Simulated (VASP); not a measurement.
Write the native input for VASP 6.6.1 that does the following.

* Task: single point
* Functional: PBE
* Potentials or basis: VASP PAW PBE potentials, release 64 (Zr_sv, Sc_sv, F)
* Cutoff: 520 eV
* k mesh: 6 × 6 × 2
* Occupations: gaussian, width 0.1 eV
* Spin: no spin polarisation
* Dipole correction: no
* Further INCAR settings: ALGO = Normal; EDIFF = 1e-07; NBANDS = 38

The structure of ZrSc3F2 lies in POSCAR:

```
ZrSc3F2
1.0
    5.3201126930     -0.0000000039      0.0000000000
   -2.6600563432      4.6073527451      0.0000000000
    0.0000000000      0.0000000000      8.2219608675
Zr Sc F
1 3 2
Direct
    0.0000000000      0.0000000000      0.0000000000
    0.3333333333      0.6666666667      0.0000000000
    0.6666666667      0.3333333333      0.0000000000
    0.0000000000      0.0000000000      0.5000000000
    0.0000000000      0.0000000000      0.7355793800
    0.0000000000      0.0000000000      0.2644206200
```

The cell was generated, and may not be a known phase.

These files were run (other wordings do the same):

INCAR

```
SYSTEM = ZrSc3F2
ALGO = Normal ; EDIFF = 1E-7
ENCUT = 520 ; GGA = PE
ISIF = 2 ; ISMEAR = 0
LASPH = .TRUE. ; LCHARG = .FALSE.
LREAL = .FALSE. ; LWAVE = .FALSE.
NBANDS = 38 ; NELM = 60
PREC = Accurate ; SIGMA = 0.1
```

KPOINTS

```
k-points
0
G
  6 6 2
  0 0 0
```

Potentials or basis: VASP PAW PBE potentials, release 64 (Zr_sv, Sc_sv, F).

The run is started by

```sh
$ cat potpaw_PBE.64/Zr_sv/POTCAR potpaw_PBE.64/Sc_sv/POTCAR potpaw_PBE.64/F/POTCAR > POTCAR
$ mpirun -np 1 vasp_std > vasp.out
```

Results of the run:

The pressure is 0.3 GPa, the largest force is 0.138 eV/Å and the band gap on the k mesh is zero (an odd number of electrons rules out a gap without spin polarisation).

Caveat: the k points lie up to 0.38 Å⁻¹ apart, too coarse for converged energies and pressures of a metal.

Wall time 4.5 min on 1 thread of Oxide Virtual Turin-like Processor, on a shared host, peak memory 0.32 GiB.
